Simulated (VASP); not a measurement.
## AlSi3C3N: single point with PBEsol+D4

The system is AlSi3C3N.

```
Si Al C N
1.0
     6.17093    0.00000    0.00000
     0.00000   10.68837    0.00000
     0.00000    0.00000    5.03156
Si Al C N
12 4 12 4
Cartesian
  1.5541 0.9013 2.4872
  6.1423 3.5650 2.5081
  4.6197 0.8721 2.5256
  1.5168 6.2085 2.4970
  6.1557 8.9057 2.4842
  4.5984 6.2387 2.4861
  3.0868 8.8920 2.5255
  3.0858 1.7846 5.0269
  6.1470 7.1424 5.0310
  4.6178 4.4722 0.0040
  3.0974 7.1002 5.0070
  1.5472 9.8153 5.0287
  3.0665 3.5571 2.4831
  0.0021 1.7871 0.0034
  1.4954 4.4606 5.0120
  4.6498 9.7847 5.0161
  0.0301 1.7889 1.9006
  0.0188 7.1288 1.8672
  3.0922 7.1283 1.8695
  1.5378 9.8198 1.8711
  4.5965 9.7841 1.9009
  1.5634 0.8765 4.4188
  4.6363 0.8671 4.4291
  3.0813 3.5952 4.4122
  1.5609 6.2170 4.4012
  6.1522 8.9028 4.4104
  4.6132 6.2873 4.4219
  3.0688 8.9418 4.4324
  3.0986 1.7577 1.9108
  1.5216 4.4542 1.8708
  4.5955 4.4698 1.9171
  0.0130 3.5699 4.4221
```

| Item | Value |
| --- | --- |
| Program | VASP 6.6.1 |
| Task | single point |
| Functional | PBEsol |
| Dispersion | D4 |
| Potentials or basis | VASP PAW PBE potentials, release 64 (Si, Al, C, N) |
| Cutoff | 600 eV |
| k mesh | 2 × 2 × 2, shifted |
| Occupations | fermi-dirac, width 0.05 eV |
| Spin | no spin polarisation |
| Dipole correction | no |
| Further INCAR settings | LREAL = Auto; ALGO = Normal; EDIFF = 1e-06; NBANDS = 86 |

The pressure is -0.9 GPa, the largest force is 3.703 eV/Å and the band gap on the k mesh is 2.15 eV (least direct gap 2.20 eV). The dispersion energy per atom is -0.183 eV.

Forces in eV/Å, atoms in the order of the input:
```
Si   0.079 -0.984  1.628
Si   0.906 -0.879  0.751
Si   0.437 -1.156  1.364
Si   0.655  0.984  0.986
Si  -0.241  1.138  1.467
Si   0.675  1.459  0.814
Si  -0.089  1.228  1.000
Si   1.047 -1.153 -1.168
Si   1.644  1.220 -1.121
Si  -0.568 -0.156 -1.354
Si  -1.698  2.455 -0.228
Si  -0.348 -1.111 -0.770
Al  -0.570 -0.666  0.657
Al  -0.337 -0.901 -1.108
Al   0.904  0.145  0.016
Al  -0.742  0.217  0.230
C   -0.725  2.042  1.729
C   -0.839 -1.591  0.215
C   -0.452 -1.749 -0.024
C    0.107 -0.084  0.259
C    0.380  0.393  1.370
C    1.344  0.752 -0.983
C   -1.959  2.821 -1.385
C    1.778 -1.034  1.651
C   -1.002  1.300 -0.923
C    2.560 -1.448 -1.058
C    0.967 -2.549 -0.693
C   -1.367 -2.558 -1.071
N   -0.237 -0.045 -1.132
N   -2.168  0.082  1.396
N    2.335  0.165 -1.005
N   -2.472  1.664 -1.510
```

Stress tensor (GPa, compression positive):
```
-0.23 -0.48  0.18
-0.48 -0.70  0.27
 0.18  0.27 -1.80
```

Levels at points of the mesh, in eV from the valence-band top:
```tsv
k point	band 61	band 62	band 63	band 64	band 65	band 66	band 67	band 68
(0.25, 0.25, 0.25)	-0.87	-0.36	-0.26	-0.09	2.21	2.57	2.73	3.02
```

Wall time 6.2 min on 1 thread of Oxide Virtual Turin-like Processor (shared host), peak memory 0.43 GiB.

Caveat: the k points lie up to 0.62 Å⁻¹ apart; the PAW data sets were made with another functional, which shifts forces and pressure a little; a shifted mesh leaves out Γ, where band edges can lie. A k mesh can miss the band edges.
